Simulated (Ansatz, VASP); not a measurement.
# Ti3Si in VASP and in Ansatz

```xyz
4
Lattice="4.4468 0.0000 0.0000 2.2234 3.8510 0.0000 2.2234 1.2837 3.6308" Properties=species:S:1:pos:R:3 pbc="T T T"
Ti    6.6702    3.8510    2.7231
Ti    2.2234    1.2837    0.9077
Ti    0.0000    0.0000    0.0000
Si    4.4468    2.5674    1.8154
```

Alike in both runs: task single point; functional r2SCAN; k mesh 7 × 7 × 7; occupations fermi-dirac, width 0.1 eV; no spin polarisation.

|  | VASP | Ansatz |
| --- | --- | --- |
| version | VASP 6.6.1 | Ansatz 0.2.0 |
| potentials or method | VASP PAW PBE potentials, release 64 (Ti_sv, Si), cutoff 520 eV | plane waves, PAW |
| valence electrons in the cell | 40 | 40 |

Ansatz gave:

* pressure (GPa): -1.9

Which values does VASP return?

Pressure (GPa): -1.4.

VASP's potentials were made for PBE, not for r2SCAN.
